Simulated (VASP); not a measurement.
# RbBr: relaxation of cell and atoms with PBEsol

RbBr:

```xyz
2
Lattice="4.0701 0.0000 0.0000 0.0000 4.0701 0.0000 0.0000 0.0000 4.0701" Properties=species:S:1:pos:R:3 pbc="T T T"
Rb    0.0000    0.0000    0.0000
Br    2.0350    2.0350    2.0350
```

| Property | Result |
| --- | --- |
| Program | VASP 6.6.1 |
| Task | relaxation of cell and atoms |
| Functional | PBEsol |
| Potentials or basis | VASP PAW PBE potentials, release 64 (Rb_sv, Br) |
| Cutoff | 600 eV |
| k mesh | 6 × 6 × 6 |
| Occupations | gaussian, width 0.01 eV |
| Spin | no spin polarisation |
| Target pressure | 15 GPa |
| Dipole correction | no |
| Further INCAR settings | ALGO = Normal; EDIFF = 1e-06; IBRION = 2; EDIFFG = -0.002; NSW = 100; ISIF = 3 |

The relaxed volume is 23.74 Å³/atom, the relaxed cell is a = 3.621 Å, b = 3.621 Å, c = 3.621 Å, α = 90.00°, β = 90.00°, γ = 90.00° and the space group after relaxing (to 0.1 Å) is Pm-3m (No. 221). The energy change on relaxing (the run minimises the enthalpy) is +332.1 meV/atom. The ionic steps are 6, the pressure after relaxing is 15.0 GPa and the band gap on the k mesh is 4.56 eV (least direct gap 4.62 eV).

Step by step:
```csv
step,energy change (eV),largest force (eV/Å),pressure (GPa),volume (Å³)
1,0.0000,0.0000,0.09,67.42
2,1.5121,0.0000,29.89,41.20
3,0.6503,0.0000,14.76,47.63
4,0.6832,0.0000,15.36,47.28
5,0.6511,0.0000,14.77,47.62
6,0.6641,0.0000,15.01,47.48
```

Final structure:
```yaml
crystal:
  lattice:
    - [3.62114, 0.00000, 0.00000]
    - [0.00000, 3.62114, 0.00000]
    - [0.00000, 0.00000, 3.62114]
  atoms:
    - { symbol: Rb, position: [0.00000, 0.00000, 0.00000] }
    - { symbol: Br, position: [0.50000, 0.50000, 0.50000] }
```

Levels at points of the mesh, in eV from the valence-band top:
```
           k point  band 5  band 6  band 7  band 8  band 9  band 10  band 11  band 12
(0.00, 0.00, 0.00)   -8.71   -0.07   -0.07   -0.07    4.56     4.56     5.80    10.82
(0.50, 0.00, 0.00)   -8.50   -3.04   -0.54   -0.54    6.48     8.34     9.17     9.86
(0.50, 0.50, 0.00)   -8.38   -1.41   -1.41    0.00    5.07     6.33     7.89     7.89
(0.50, 0.50, 0.50)   -9.33   -2.71   -2.71   -2.71    9.72     9.72     9.72    11.54
```

Wall time 45 s on 1 thread of Intel(R) Xeon(R) 6975P-C (Granite Rapids) (shared host), peak memory 0.21 GiB.

Caveat: the cell is relaxed towards a set pressure, so the run minimises the enthalpy, not the energy; the volume moved by over 15 % at a fixed basis, so the end points are rough; the PAW data sets were made with another functional, which shifts forces and pressure a little. A k mesh can miss the band edges.
